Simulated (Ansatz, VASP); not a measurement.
**Ge8Mo3W in VASP and in Ansatz**

```
Ge Mo W
1.0
     4.71957    0.00000    0.00000
     0.00000    4.71957    0.00000
     0.00000    0.00000    8.29078
Ge Mo W
8 3 1
Direct
  0.00000 0.50000 0.33740
  0.00000 0.00000 0.83793
  0.50000 0.50000 0.83829
  0.50000 0.00000 0.33740
  0.00000 0.50000 0.66260
  0.00000 0.00000 0.16207
  0.50000 0.50000 0.16171
  0.50000 0.00000 0.66260
  0.00000 0.50000 0.00000
  0.00000 0.00000 0.50000
  0.50000 0.00000 0.00000
  0.50000 0.50000 0.50000
```

Alike in both runs: functional PBE; k mesh 4 × 4 × 2; occupations gaussian, width 0.1 eV; no spin polarisation.

Ansatz relaxed the structure, and its values are those at the end. VASP's run is a single point on that final structure, the one shown.

|  | VASP | Ansatz |
| --- | --- | --- |
| version | VASP 6.6.1 | Ansatz 0.2.0 |
| potentials or method | VASP PAW PBE potentials, release 64 (Ge_d, Mo_sv, W_sv), cutoff 520 eV | scalar-relativistic, plane waves, PAW |
| valence electrons in the cell | 168 | 168 |

Ansatz gave:

```
gap on the k mesh at the Fermi level (eV) : none
pressure (GPa)                            : 0.0
rms of the force components (eV/Å)        : 0.001
```

Task: Which values does VASP return?

Result: gap on the k mesh at the Fermi level (eV): none; pressure (GPa): 0.2; rms of the force components (eV/Å): 0.004.

A gap of «none» marks a metal or a gap that the smearing closes.

The k mesh is coarse, so the values compare programs but aren't converged. Spin-orbit coupling is off throughout.
